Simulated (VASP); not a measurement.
Write the native input for VASP 6.6.1 that does the following.

```yaml
Task: single point
Functional: PBE
Potentials_or_basis: VASP PAW PBE potentials, release 64 (B, N)
Cutoff: 600 eV
k_mesh: 5 × 5 × 5
Occupations: fermi-dirac, width 0.25852 eV
Spin: no spin polarisation
Dipole_correction: no
Further_INCAR_settings: ALGO = Normal; EDIFF = 1e-06; NBANDS = 11
```

The structure of BN lies in POSCAR:

```
BN
1.0
    0.0000000000      1.8130010000      1.8130010000
    1.8130010000      0.0000000000      1.8130010000
    1.8130010000      1.8130010000      0.0000000000
B N
1 1
Direct
    0.0000000000      0.0000000000      0.0000000000
    0.7500000000      0.7500000000      0.7500000000
```

These files were run (other wordings do the same):

INCAR

```
PREC = Accurate
ENCUT = 600
EDIFF = 1E-6
ISMEAR = -1
SIGMA = 0.2585199978643553
LREAL = F
LASPH = T
NELM = 120
ALGO = Normal
ISIF = 2
LWAVE = F
LCHARG = T
GGA = PE
LELF = T
LVHAR = T
NBANDS = 11
GGA_COMPAT = F
```

KPOINTS

```
regular mesh
0
Gamma
  5 5 5
```

Potentials or basis: VASP PAW PBE potentials, release 64 (B, N).

Run with:

```sh
$ cat potpaw_PBE.64/B/POTCAR potpaw_PBE.64/N/POTCAR > POTCAR
$ mpirun -np 1 vasp_std > vasp.out
```

Results of the run:

```
Pressure               : -0.3 GPa
Band gap on the k mesh : 4.92 eV, indirect (least direct gap 8.77 eV)
```

Caveat: the k points lie up to 0.60 Å⁻¹ apart.

Wall time 3.7 s on 1 thread of AMD EPYC 7R13 (shared host), peak memory 0.08 GiB.
